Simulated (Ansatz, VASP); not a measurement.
**Ca: VASP beside Ansatz**

```xyz
4
Lattice="3.4317 0.0000 0.0000 -1.7159 2.9720 0.0000 0.0000 0.0000 11.2896" Properties=species:S:1:pos:R:3 pbc="T T T"
Ca    0.0000    0.0000    0.0000
Ca    0.0000    0.0000    5.6448
Ca    0.0000    1.9813    2.8224
Ca    1.7159    0.9907    8.4672
```

Change from the starting cell: volume scaled by 0.68, PAW files.

Alike in both runs: task single point; functional PBE; k mesh 7 × 7 × 4; occupations fermi-dirac, width 0.1 eV; no spin polarisation.

|  | VASP | Ansatz |
| --- | --- | --- |
| version | VASP 6.6.1 | Ansatz 0.2.0 |
| potentials or method | VASP PAW PBE potentials, release 64 (Ca_sv) | PAW with Ansatz's default frozen-core files, scalar-relativistic |
| plane-wave cutoff (eV) | 520 | 420 |
| valence electrons in the cell | 40 | 40 |

|  | VASP | Ansatz | Ansatz less VASP |
| --- | --- | --- | --- |
| pressure (GPa) | 12.1 | 12.1 | -0.03 |
| traceless stress, the component that is largest in VASP (GPa) | 0.15 | 0.16 | +0.003 |
